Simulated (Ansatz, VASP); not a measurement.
Two plane-wave programs on Sr

File INCAR:

```
  PREC = Accurate
  ENCUT = 520
  EDIFF = 1E-6
  ISMEAR = 0
  SIGMA = 0.03
  LREAL = F
  LASPH = T
  NELM = 100
  ALGO = Normal
  ISIF = 2
  LWAVE = F
  LCHARG = F
  GGA = PS
  NBANDS = 11
```

File KPOINTS:

```
Automatic mesh
0
Gamma
  10 10 10
```

POSCAR

```
Sr
1.0
    0.0000000000      3.4150943274      2.4144716895
    3.4150943274      0.0000000000      2.4144716895
    3.4150943274      3.4150943274      0.0000000000
Sr
1
Direct
    0.0000000000      0.0000000000      0.0000000000
```

Input for Ansatz:

```yaml
crystal:
  lattice:
    - [0.0, 3.4150943274, 2.4144716895]
    - [3.4150943274, 0.0, 2.4144716895]
    - [3.4150943274, 3.4150943274, 0.0]
  atoms:
    - { symbol: Sr, position: [0.0, 0.0, 0.0] }
basis:
  ecutwfc: 420
kpoints:
  mp_grid: { grid: [10, 10, 10] }
hamiltonian:
  xc: pbesol
scf:
  occupations: { method: gaussian, width: 0.03 }
output:
  forces: true
  stress: true
  eigenvalues: true
```

Alike in both runs: task single point; functional PBEsol; k mesh 10 × 10 × 10; occupations gaussian, width 0.03 eV; no spin polarisation.

|  | VASP | Ansatz |
| --- | --- | --- |
| version | VASP 6.6.1 | Ansatz 0.2.0 |
| potentials or method | VASP PAW PBE potentials, release 64 (Sr_sv), cutoff 520 eV | scalar-relativistic, plane waves, PAW |
| valence electrons in the cell | 10 | 10 |

```csv
,VASP,Ansatz,Ansatz less VASP
gap on the k mesh at the Fermi level (eV),none,none,-
pressure (GPa),-1.1,-1.1,-0.01
```

VASP's potentials were made for PBE, not for PBEsol. A gap of «none» marks a metal or a gap that the smearing closes.
